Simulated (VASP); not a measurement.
## TaF3: single point with PBE

TaF3:

```
CELL_PARAMETERS angstrom
4.06248 0.00000 0.00000
0.00000 4.06248 0.00000
0.00000 0.00000 4.38306
ATOMIC_POSITIONS crystal
Ta 0.00000 0.00000 0.00000
F 0.00000 0.50000 0.00000
F 0.50000 0.00000 0.00000
F 0.00000 0.00000 0.50000
```

```json
{
 "Program": "VASP 6.6.1",
 "Task": "single point",
 "Functional": "PBE",
 "Potentials or basis": "VASP PAW PBE potentials, release 64 (Ta_pv, F)",
 "Cutoff": "600 eV",
 "k mesh": "8 × 8 × 8",
 "Occupations": "fermi-dirac, width 0.05 eV",
 "Spin": "no spin polarisation",
 "Dipole correction": "no",
 "Further INCAR settings": "ALGO = Normal; EDIFF = 1e-06; NBANDS = 24"
}
```

```json
{
  "Pressure": "-1.9 GPa",
  "Band gap on the k mesh": "zero (band 16 reaches 4.08 eV, above the bottom of band 17 at 2.08 eV)"
}
```

Stress tensor (GPa, compression positive):
```
  2.96   0.00   0.00
  0.00   2.96   0.00
  0.00   0.00 -11.48
```

Levels at points of the mesh, in eV from the Fermi level:
```
           k point  band 12  band 13  band 14  band 15  band 16  band 17  band 18  band 19  band 20  band 21
(0.00, 0.00, 0.00)    -8.19    -7.74    -7.09    -7.09    -0.86    -0.81    -0.81    -0.15     1.54     2.10
(0.50, 0.00, 0.00)    -8.56    -7.83    -7.29    -7.08    -0.74     0.42     0.45     1.03     2.25     3.10
(0.50, 0.50, 0.00)    -8.09    -7.65    -7.30    -7.30     0.54     0.54     1.39     1.42     5.37     5.41
(0.00, 0.00, 0.50)    -8.22    -8.22    -7.45    -7.45    -0.83     0.01     0.01     1.94     2.14     2.82
(0.50, 0.00, 0.50)    -8.52    -8.45    -7.42    -6.97     0.08     0.46     1.04     2.52     4.63     4.94
(0.50, 0.50, 0.50)    -9.27    -7.65    -6.95    -6.95     1.18     1.18     1.49     4.65     4.75     6.27
```

Wall time 86 s on 1 thread of Intel Xeon 6975P-C (shared host), peak memory 0.28 GiB.

Caveat: spin-orbit coupling is left out, which moves the levels of the heavy elements.
